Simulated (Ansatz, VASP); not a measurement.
BN in VASP and in Ansatz

```
B N
1.0
     2.51218    0.00000    0.00000
    -1.25609    2.17561    0.05711
     0.00000    0.21902    8.34369
B N
2 2
Direct
  0.33333 0.66667 0.25000
  0.66667 0.33333 0.75000
  0.33333 0.66667 0.75000
  0.66667 0.33333 0.25000
```

Change from the starting cell: strain +0.0525 x Voigt [0, 0, 0, 1, 0, 0], atoms carried along.

Alike in both runs: task single point; functional PBE; k mesh 12 × 12 × 4; occupations gaussian, width 0.05 eV; no spin polarisation.

```csv
,VASP,Ansatz
version,VASP 6.6.1,Ansatz 0.2.0
potentials or method,"VASP PAW PBE potentials, release 64 (B, N), cutoff 520 eV","scalar-relativistic, plane waves, PAW"
valence electrons in the cell,16,16
```

|  | VASP | Ansatz | Ansatz less VASP |
| --- | --- | --- | --- |
| gap on the k mesh at the Fermi level (eV) | 4.38 | 4.38 | +0.001 |
| least direct gap on the mesh (eV) | 4.58 | 4.58 | +0.003 |
| pressure (GPa) | 0.0 | -0.1 | -0.05 |
| traceless stress, the component that is largest in VASP (GPa) | 0.12 | 0.03 | -0.087 |
